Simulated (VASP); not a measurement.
# BiN in VASP: notebook, part 3 of 3

VASP 6.6.1. Earlier steps stand in the parts before.

### 6 Relaxation of shape and atoms at fixed volume, PBEsol (19.16 Å³/atom)

This run uses another cell than the first one, of 19.16 Å³/atom.

Input file INCAR:

```
PREC = Accurate ; ENCUT = 600
EDIFF = 1E-6 ; ISMEAR = 0
SIGMA = 0.05 ; LREAL = False
LASPH = True ; NELM = 60
ALGO = Fast ; ISIF = 4
LWAVE = False ; LCHARG = False
GGA = PS ; IBRION = 2
NSW = 60 ; EDIFFG = -0.01
```

Input file KPOINTS:

```
regular mesh
0
Gamma
  8 8 6
```

Input file POSCAR:

```
BiN
1.0
    3.9830321311      0.0000000000      0.0000000000
    0.0000000000      3.9830321311      0.0000000000
    0.0000000000      0.0000000000      4.8312791704
Bi N
2 2
Direct
    0.5000000000      0.0000000000      0.2254688995
    0.0000000000      0.5000000000      0.7745311005
    0.0000000000      0.0000000000      0.0000000000
    0.5000000000      0.5000000000      0.0000000000
```

Potentials or basis: VASP PAW PBE potentials, release 64 (Bi_d, N).

The run is started by

```console
$ cat potpaw_PBE.64/Bi_d/POTCAR potpaw_PBE.64/N/POTCAR > POTCAR
$ mpirun -np 1 vasp_std > vasp.out
```

OUTCAR:

```text
PREC = Accurate
   ENCUT = 600
   EDIFF = 1E-6
   ISMEAR = 0
   LREAL = False
   LASPH = True
   NELM = 60
   ISIF = 4
   GGA = PS
   IBRION = 2
   NSW = 60
   EDIFFG = -0.01

 ion  position               nearest neighbor table
   1  0.500  0.000  0.225-   3 2.27   4 2.27   4 2.27   3 2.27   2 3.56   2 3.56   2 3.56   2 3.56
                             2 3.87   2 3.87   2 3.87   2 3.87
   2  0.000  0.500  0.775-   3 2.27   4 2.27   3 2.27   4 2.27   1 3.56   1 3.56   1 3.56   1 3.56
                             1 3.87   1 3.87   1 3.87   1 3.87
   3  0.000  0.000  0.000-   1 2.27   2 2.27   2 2.27   1 2.27
   4  0.500  0.500  0.000-   1 2.27   2 2.27   1 2.27   2 2.27

  LATTYP: Found a simple tetragonal cell.
 ALAT       =     3.9830321311
 C/A-ratio  =     1.2129651510

  Lattice vectors:

 A1 = (   3.9830321311,   0.0000000000,   0.0000000000)
 A2 = (   0.0000000000,   3.9830321311,   0.0000000000)
 A3 = (   0.0000000000,   0.0000000000,   4.8312791704)

Analysis of symmetry for initial positions (statically):
=====================================================================
 Subroutine PRICEL returns:
 Original cell was already a primitive cell.

 Routine SETGRP: Setting up the symmetry group for a
 simple tetragonal supercell.

 Subroutine GETGRP returns: Found 16 space group operations
 (whereof  8 operations were pure point group operations)
 out of a pool of 16 trial point group operations.

The static configuration has the point symmetry D_2d.
 The point group associated with its full space group is D_4h.

Analysis of symmetry for dynamics (positions and initial velocities):
=====================================================================
 Subroutine PRICEL returns:
 Original cell was already a primitive cell.

 Routine SETGRP: Setting up the symmetry group for a
 simple tetragonal supercell.

 Subroutine GETGRP returns: Found 16 space group operations
 (whereof  8 operations were pure point group operations)
 out of a pool of 16 trial point group operations.

The dynamic configuration has the point symmetry D_2d.
 The point group associated with its full space group is D_4h.

 Subroutine INISYM returns: Found 16 space group operations
 (whereof  8 operations are pure point group operations),
 and found     1 'primitive' translations

----------------------------------------------------------------------------------------

                                     Primitive cell

  volume of cell :      76.6460

  direct lattice vectors                    reciprocal lattice vectors
     3.983032131  0.000000000  0.000000000     0.251065010  0.000000000  0.000000000
     0.000000000  3.983032131  0.000000000     0.000000000  0.251065010  0.000000000
     0.000000000  0.000000000  4.831279170     0.000000000  0.000000000  0.206984520

  length of vectors
     3.983032131  3.983032131  4.831279170     0.251065010  0.251065010  0.206984520

  position of ions in fractional coordinates (direct lattice)
     0.500000000  0.000000000  0.225468900
     0.000000000  0.500000000  0.774531100
     0.000000000  0.000000000  0.000000000
     0.500000000  0.500000000  0.000000000

[... 58 lines left out ...]
  0.500000  0.125000  0.166667      8.000000
 [... further k-points ...]
   k-points           NKPTS =     60   k-points in BZ     NKDIM =     60   number of bands    NBANDS=     24
   number of dos      NEDOS =    301   number of ions     NIONS =      4
   total plane-waves  NPLWV =  40960
   dimension x,y,z NGX =    32 NGY =   32 NGZ =   40
   dimension x,y,z NGXF=    64 NGYF=   64 NGZF=   80
   ions per type =               2   2
   NGX,Y,Z   is equivalent  to a cutoff of  13.36, 13.36, 13.76 a.u.
   NGXF,Y,Z  is equivalent  to a cutoff of  26.71, 26.71, 27.53 a.u.
 SYSTEM =  unknown system
   PREC   = accura    normal or accurate (medium, high low for compatibility)
   ISTART =      0    job   : 0-new  1-cont  2-samecut
   ICHARG =      2    charge: 1-file 2-atom 10-const
   ISPIN  =      1    spin polarized calculation?
   LNONCOLLINEAR =      F non collinear calculations
   LSORBIT =      F    spin-orbit coupling
   LASPH  =      T    aspherical Exc in radial PAW
   ENCUT  =  600.0 eV  44.10 Ry    6.64 a.u.   7.96  7.96  9.65*2*pi/ulx,y,z
   NELM   =     60;   NELMIN=  2; NELMDL= -5     # of ELM steps
   EDIFF  = 0.1E-05   stopping-criterion for ELM
   LREAL  =      F    real-space projection
   EDIFFG = -.1E-01   stopping-criterion for IOM
   NSW    =     60    number of steps for IOM
   IBRION =      2    ionic relax: 0-MD 1-quasi-New 2-CG
   NFREE  =      1    steps in history (QN), initial steepest desc. (CG)
   ISIF   =      4    stress and relaxation
   ISYM   =      2    0-nonsym 1-usesym 2-fastsym
   POTIM  = 0.5000    time-step for ionic-motion
   TEBEG  =    0.0;   TEEND  =   0.0 temperature during run
   PSTRESS=    0.0 pullay stress
   NELECT =      40.0000    total number of electrons
   NUPDOWN=      -1.0000    fix difference up-down
   EMIN   =  10.00;   EMAX   =-10.00  energy-range for DOS
   EFERMI =   0.00;   METHOD = LEGACY
   ISMEAR =     0;   SIGMA  =   0.05  broadening in eV -4-tet -1-fermi 0-gaus
   EFERMI_NEDOS =   21; number of points for ismear=-14 and -15
   IALGO  =     68    algorithm
   IMIX   =      4    mixing-type and parameters
     AMIX     =   0.40;   BMIX     =  1.00
     AMIX_MAG =   1.60;   BMIX_MAG =  1.00
  volume/ion in A,a.u.               =      19.16       129.31
  Fermi-wavevector in a.u.,A,eV,Ry     =   1.318049  2.490752 23.636767  1.737253
  Thomas-Fermi vector in A             =   2.448047
   LORBIT       =      0    0 simple, 1 ext, 2 COOP (PROOUT), +10 PAW based schemes
   GGA     = PS    functional components
   LHFCALC =     F    Hartree Fock is set to
   AEXX    =    0.0000 exact exchange contribution
   IVDW    =     0    specifies the selected vdW correction
   LEPSILON=     F    determine dielectric tensor
   LRPA    =     F    only Hartree local field effects (RPA)
 conjugate gradient relaxation of ions
 non-spin polarized calculation
 RMM-DIIS sequential band-by-band and
 Gauss-broadening in eV      SIGMA  =   0.05
  energy-cutoff  :      600.00
  volume of cell :       76.65
 maximum number of plane-waves:      2592
 NGX is ok and might be reduce to    32
   NGX = 15   NGY = 15   NGZ = 19

--------------------------------------- Ionic step        1  -------------------------------------------

 number of electron      40.0000005 magnetization

 Free energy of the ion-electron system (eV)
  ---------------------------------------------------
  ext. energy  EPLUGINS =         0.00000000
  ---------------------------------------------------
  free energy    TOTEN  =       -23.61136071 eV

  energy without entropy =      -23.61033474  energy(sigma->0) =      -23.61084773

------------------------ aborting loop because EDIFF is reached ----------------------------------------

  FORCE on cell =-STRESS in cart. coord.  units (eV):
  Direction    XX          YY          ZZ          XY          YZ          ZX
  --------------------------------------------------------------------------------------
  -------------------------------------------------------------------------------------
  Total        1.1935863      1.1935863      0.7376930      0.0000000      0.0000000      0.0000000
  in kB       24.9502351     24.9502351     15.4204307      0.0000000      0.0000000      0.0000000
  external PRESSURE =      21.7736336 kB  Pullay stress =       0.0000000 kB
[... 253 lines left out ...]
--------------------------------------- Ionic step        8  -------------------------------------------

 number of electron      40.0000008 magnetization

 Free energy of the ion-electron system (eV)
  ---------------------------------------------------
  ext. energy  EPLUGINS =         0.00000000
  ---------------------------------------------------
  free energy    TOTEN  =       -23.62130108 eV

  energy without entropy =      -23.62016496  energy(sigma->0) =      -23.62073302

 E-fermi :   6.8814     XC(G=0): -10.5247

 val. band max:        6.8726244089   @ k =   0.5000   0.5000   0.0000
 cond. band min:       6.8890481250   @ k =   0.1250   0.0000   0.5000
 fundamental gap:      0.0164237161
 Fermi energy:         6.8814147412

 k-point     1 :       0.0000    0.0000    0.0000
  band No.  band energies     occupation
      1     -15.8239      2.00000
      2     -15.7138      2.00000
      3     -15.7138      2.00000
      4     -15.6744      2.00000
      5     -15.6330      2.00000
      6     -15.6299      2.00000
[... 637 lines left out ...]
     23      11.5864      0.00000
     24      11.5864      0.00000

 [... further k-points ...]

------------------------ aborting loop because EDIFF is reached ----------------------------------------

  FORCE on cell =-STRESS in cart. coord.  units (eV):
  Direction    XX          YY          ZZ          XY          YZ          ZX
  --------------------------------------------------------------------------------------
  -------------------------------------------------------------------------------------
  Total        0.1549676      0.1549676      0.1758138      0.0000000      0.0000000      0.0000000
  in kB        3.2393792      3.2393792      3.6751393      0.0000000      0.0000000      0.0000000
  external PRESSURE =       3.3846326 kB  Pullay stress =       0.0000000 kB
[... 19 lines left out ...]
  FREE ENERGIE OF THE ION-ELECTRON SYSTEM (eV)
  ---------------------------------------------------
  free  energy   TOTEN  =       -23.6213010814 eV

  energy  without entropy=      -23.6201649624  energy(sigma->0) =      -23.62073302

 reached required accuracy - stopping structural energy minimisation
```

OSZICAR:

```text
N       E                     dE             d eps       ncg     rms          rms(c)
DAV:   1     0.446470887948E+03    0.44647E+03   -0.22944E+04  2880   0.224E+03
DAV:   2     0.253956441814E+02   -0.42108E+03   -0.41548E+03  3056   0.557E+02
[... 65 lines left out ...]
       N       E                     dE             d eps       ncg     rms          rms(c)
DAV:   1    -0.236212614880E+02    0.26003E-04   -0.22332E-02  3440   0.935E-01    0.392E-02
RMM:   2    -0.236212834436E+02   -0.21956E-04   -0.62448E-04  3193   0.296E-01    0.199E-02
RMM:   3    -0.236213015301E+02   -0.18086E-04   -0.29522E-04  3867   0.143E-01    0.108E-02
RMM:   4    -0.236213008317E+02    0.69841E-06   -0.31288E-05  3710   0.449E-02    0.340E-03
RMM:   5    -0.236213010814E+02   -0.24978E-06   -0.39795E-06  2144   0.173E-02
   8 F= -.23621301E+02 E0= -.23620733E+02  d E =-.135316E-04
```

Wall time 4.2 min (1 thread of Oxide Virtual Turin-like, shared host); peak memory 0.24 GiB.

Results:

| Property | Result |
| --- | --- |
| Free energy | -23.6213 eV |
| Energy gained by relaxing | 2.5 meV/atom |
| Ionic steps | 8 |
| Pressure after relaxing | 0.3 GPa |
| Largest force after relaxing | 0.006 eV/Å |
| Band gap on the k mesh | zero (bands 20 and 21 overlap by 0.22 eV) |

Forces on the atoms (eV/Å):
```
Bi   0.000  0.000 -0.006
Bi   0.000  0.000  0.006
N    0.000  0.000  0.000
N    0.000  0.000  0.000
```

Step by step:
```
step  energy change (eV)  largest force (eV/Å)  pressure (GPa)  volume (Å³)
   1              0.0000                0.3196            2.18        76.65
   2             -0.0074                0.0524            1.14        76.65
   3             -0.0081                0.0431            0.75        76.65
   4             -0.0095                0.0082            0.59        76.65
   5             -0.0099                0.0167            0.42        76.65
   6             -0.0099                0.0177            0.42        76.65
   7             -0.0099                0.0194            0.42        76.65
   8             -0.0099                0.0057            0.34        76.65
```

Final structure:
```
Bi N
1.0
     4.01116    0.00000    0.00000
     0.00000    4.01116    0.00000
     0.00000    0.00000    4.76375
Bi N
2 2
Direct
  0.50000 0.00000 0.23007
  0.00000 0.50000 0.76993
  0.00000 0.00000 0.00000
  0.50000 0.50000 0.00000
```

Caveat: the PAW data sets were made with another functional, which shifts forces and pressure a little; spin-orbit coupling is left out, which moves the levels of the heavy elements.

### 7 The runs side by side

```tsv
task	cell	cutoff (eV)	gap on the mesh (eV)	pressure (GPa)	largest force (eV/Å)
single point	a = 4.015, b = 4.015, c = 4.949 Å, 4 atoms, atomic positions A	520	none	-0.4	0.04
single point	a = 4.017, b = 4.017, c = 5.040 Å, 4 atoms, atomic positions B	520	none	-0.7	0.04
single point	a = 3.930, b = 4.010, c = 4.864 Å, 4 atoms, atomic positions C	520	none	2.5	0.29
relaxation of shape and atoms at fixed volume	relaxed from a = 3.979, b = 3.979, c = 4.741 Å, 4 atoms, atomic positions D	600	none	1.0	-
relaxation of shape and atoms at fixed volume	relaxed from a = 3.983, b = 3.983, c = 4.831 Å, 4 atoms, atomic positions C	600	none	0.3	0.01
```

Alike in all rows: level PBEsol; potentials or basis VASP PAW PBE potentials, release 64 (Bi_d, N); no spin polarisation; k mesh 8 × 8 × 6; smearing gaussian 0.05 eV.

Caveats: the PAW data sets were made with another functional, which shifts forces and pressure a little; spin-orbit coupling is left out, which moves the levels of the heavy elements.

Total energies depend on the potentials used, so only differences within one code and one set of settings carry meaning.

The gap in the log of VASP goes by the Fermi energy; the results here count the filled bands.